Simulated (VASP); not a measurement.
Set up this calculation in VASP 6.6.1, as the native input.

```
Task                   : single point
Functional             : PBE
Potentials or basis    : VASP PAW PBE potentials, release 64 (In_d, Ag, S)
Cutoff                 : 520 eV
k mesh                 : 12 × 12 × 10
Occupations            : gaussian, width 0.1 eV
Spin                   : no spin polarisation
Dipole correction      : no
Further INCAR settings : ALGO = Normal; EDIFF = 1e-06; NBANDS = 22
```

The structure of InAgS lies in POSCAR:

```
InAgS
1.0
    4.3717639587      0.0000000000      0.0000000000
   -2.1858819793      3.7860586476      0.0000000000
    0.0000000000      0.0000000000      4.3566874438
In Ag S
1 1 1
Direct
    0.0000000000      0.0000000000      0.0000000000
    0.6666666667      0.3333333333      0.5000000000
    0.3333333333      0.6666666667      0.5000000000
```

One way to write it, as run:

INCAR

```
SYSTEM = InAgS
PREC = Accurate
ENCUT = 520
EDIFF = 1E-6
ISMEAR = 0
SIGMA = 0.1
LREAL = .FALSE.
LASPH = .TRUE.
NELM = 100
ALGO = Normal
ISIF = 2
LWAVE = .FALSE.
LCHARG = .FALSE.
GGA = PE
NBANDS = 22
```

KPOINTS

```
Automatic mesh
0
G
  12 12 10
  0 0 0
```

Potentials or basis: VASP PAW PBE potentials, release 64 (In_d, Ag, S).

The run is started by

```bash
$ cat potpaw_PBE.64/In_d/POTCAR potpaw_PBE.64/Ag/POTCAR potpaw_PBE.64/S/POTCAR > POTCAR
$ mpirun -np 1 vasp_std > vasp.out
```

It gave:

| Item | Value |
| --- | --- |
| Pressure | -0.1 GPa |
| Band gap on the k mesh | zero (band 15 reaches 5.53 eV, above the bottom of band 16 at 5.01 eV) |

Caveat: spin-orbit coupling is left out, which moves the levels of the heavy elements.

It took 90 s on 1 thread of Intel(R) Xeon(R) 6975P-C (Granite Rapids), with other jobs on the host, peak memory 0.33 GiB.
